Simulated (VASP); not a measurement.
Set up this calculation in VASP 6.6.1, as the native input.

| Property | Result |
| --- | --- |
| Task | single point |
| Functional | PBE |
| Potentials or basis | VASP PAW PBE potentials, release 64 (Sb) |
| Cutoff | 520 eV |
| k mesh | 19 × 19 × 19 |
| Occupations | fermi-dirac, width 0.05 eV |
| Spin | no spin polarisation |
| Dipole correction | no |
| Further INCAR settings | ALGO = Normal; EDIFF = 1e-06; NBANDS = 8 |

The structure of Sb lies in POSCAR:

```
Sb
1.0
   -1.5050000000      1.5050000000      2.4304000000
    1.5050000000     -1.5050000000      2.4304000000
    1.5050000000      1.5050000000     -2.4304000000
Sb
1
Direct
    0.0000000000      0.0000000000      0.0000000000
```

This cell differs from its parent crystal: zz strain of -2 %.

The input as run:

INCAR

```
PREC     = Accurate       # precision mode
ENCUT    = 520            # plane-wave cutoff, eV
EDIFF    = 1E-6           # SCF threshold, eV
ISMEAR   = -1             # smearing method
SIGMA    = 0.05           # smearing width, eV
LREAL    = F              # projectors in reciprocal space
LASPH    = T              # aspherical terms in the spheres
NELM     = 80             # most SCF steps
ALGO     = Normal         # electronic algorithm
ISIF     = 2              # what is computed and relaxed
LWAVE    = F              # write WAVECAR
LCHARG   = T              # write CHGCAR
GGA      = PE             # functional
LELF     = T              # ELF
LVHAR    = T            
NBANDS   = 8              # bands
```

KPOINTS

```
regular mesh
0
Gamma
  19 19 19
```

Potentials or basis: VASP PAW PBE potentials, release 64 (Sb).

Run with:

```bash
$ cat potpaw_PBE.64/Sb/POTCAR > POTCAR
$ mpirun -np 1 vasp_std > vasp.out
```

Results of the run:

* Pressure: 21.9 GPa
* Band gap on the k mesh: zero (an odd number of electrons rules out a gap without spin polarisation)

Caveat: the cell differs from its parent crystal (zz strain of -2 %); the cell stands under pressure; spin-orbit coupling is left out, which moves the levels of the heavy elements.

Wall time 100 s on 1 thread of AMD EPYC 7R13 (shared host), peak memory 0.19 GiB.
